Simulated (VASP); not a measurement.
A run of VASP 6.6.1 is set up as follows.

The input INCAR:

```
SYSTEM = Cs4In
ALGO = Normal ; EDIFF = 1E-6
ENCUT = 520 ; GGA = PE
ISIF = 2 ; ISMEAR = 0
LASPH = .True. ; LCHARG = .False.
LREAL = .False. ; LWAVE = .False.
NBANDS = 32 ; NELM = 100
PREC = Accurate ; SIGMA = 0.1
```

KPOINTS

```
k-points
0
Gamma
  4 4 4
  0 0 0
```

The input POSCAR:

```
Cs4In
1.0
   -4.1934984800      4.1934984800      4.1934984800
    4.1934984800     -4.1934984800      4.1934984800
    4.1934984800      4.1934984800     -4.1934984800
Cs In
4 1
Direct
    0.3495999900      0.3495999900      0.3495999900
    0.6504000100      0.0000000000      0.0000000000
    0.0000000000      0.0000000000      0.6504000100
    0.0000000000      0.6504000100      0.0000000000
    0.0000000000      0.0000000000      0.0000000000
```

Potentials or basis: VASP PAW PBE potentials, release 64 (Cs_sv, In_d).

Launch:

```bash
$ cat potpaw_PBE.64/Cs_sv/POTCAR potpaw_PBE.64/In_d/POTCAR > POTCAR
$ mpirun -np 1 vasp_std > vasp.out
```

Problem. Estimate the largest force.

Solution. 7.364 eV/Å.

Problem. What does it give for the pressure?

Solution. 13.9 GPa.

Forces on the atoms (eV/Å):
```
Cs   4.251  4.251  4.251
Cs   4.251 -4.251 -4.251
Cs  -4.251 -4.251  4.251
Cs  -4.251  4.251 -4.251
In   0.000  0.000  0.000
```

Caveat: forces of over 1 eV/Å act on the atoms, so gaps and moduli don't describe the material at rest.
